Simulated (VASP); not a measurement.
Runs of VASP 6.6.1 on CaSe. The structure is that of space group Pm-3m (No. 221), or close to it. The cells are those of the table. 

```tsv
level	cell	smearing	gap on the mesh (eV)	pressure (GPa)
r2SCAN	a = 3.690 Å, angles 88.3°, 2 atoms	gaussian 0.01 eV	1.32	-2.0
PBE	a = 3.690 Å, angles 88.3°, 2 atoms	fermi-dirac 0.02 eV	(a)	-1.3
r2SCAN	a = 3.651, b = 3.651, c = 3.635 Å, 2 atoms	gaussian 0.01 eV	(b)	-0.3
r2SCAN	a = 3.639 Å, angles 88.9°, 2 atoms	gaussian 0.01 eV	1.26	0.1
PBE	a = 3.651, b = 3.651, c = 3.635 Å, 2 atoms	fermi-dirac 0.02 eV	(c)	0.3
PBE	a = 3.639 Å, angles 88.9°, 2 atoms	fermi-dirac 0.02 eV	0.77	0.7
```

Alike in all rows: task single point; potentials or basis VASP PAW PBE potentials, release 64 (Ca_sv, Se); no spin polarisation; k mesh 8 × 8 × 8; cutoff (eV) 520.

Problem. Estimate the missing entries.

Solution. (a) 0.84; (b) 1.21; (c) 0.73.

Caveats: the structure was generated, so it needn't be the stable form of CaSe; the PAW data sets were made with another functional, which shifts forces and pressure a little (at least some runs); semilocal functionals underestimate gaps, and a narrow one can read as zero (at least some runs).

A k mesh can miss the band edges, and the runs leave out spin-orbit coupling on Se.
